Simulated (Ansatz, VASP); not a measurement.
**Sn in VASP and in Ansatz**

```
Sn
1.0
    -1.75670    1.80657    2.37919
     1.75670   -1.80657    2.37919
     1.75670    1.80657   -2.37919
Sn
1
Direct
  0.00000 0.00000 0.00000
```

Alike in both runs: task single point; functional LDA; k mesh 12 × 12 × 12; occupations fermi-dirac, width 0.1 eV; no spin polarisation.

```csv
,VASP,Ansatz
version,VASP 6.6.1,Ansatz 0.2.0
potentials or method,"VASP PAW LDA potentials, release 64 (Sn_d), cutoff 520 eV","plane waves, PAW"
valence electrons in the cell,14,14
```

```csv
,VASP,Ansatz,Ansatz less VASP
pressure (GPa),-6.3,-6.3,+0.05
"traceless stress, the component that is largest in VASP (GPa)",0.28,0.28,-0.004
```

LDA's correlation is that of Perdew and Zunger in VASP and of Perdew and Wang (1992) in Ansatz.
